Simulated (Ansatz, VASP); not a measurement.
# La in VASP and in Ansatz

```
La
1.0
     0.00000    2.69739    2.69739
     2.69739    0.00000    2.69739
     2.69739    2.69739    0.00000
La
1
Direct
  0.00000 0.00000 0.00000
```

Change from the starting cell: volume scaled by 1.06.

Alike in both runs: task single point; functional pbe exchange, lda correlation; k mesh 9 × 9 × 9; collinear spin; fixed moment 1 μB.

|  | VASP | Ansatz |
| --- | --- | --- |
| version | VASP 6.6.1 | Ansatz 0.2.0 |
| potentials or method | VASP PAW PBE potentials, release 64 (La), cutoff 500 eV | all-electron LAPW, scalar-relativistic |
| occupations | methfessel-paxton of order 1, width 0.025 eV | cold, width 0.025 eV |

Ansatz gave:

- pressure (GPa): 2.3
- size of the moment on the site where the two differ most (μB): 0.79

Problem. Which values does VASP return?

Solution. Pressure (GPa): 2.5; size of the moment on the site where the two differ most (μB): 0.44.

VASP's potentials were made for PBE, not for pbe exchange, lda correlation. Site moments also hang on the region over which each program counts them. Ansatz ran all-electron here, and VASP with PAW potentials.

Spin-orbit coupling is off throughout.
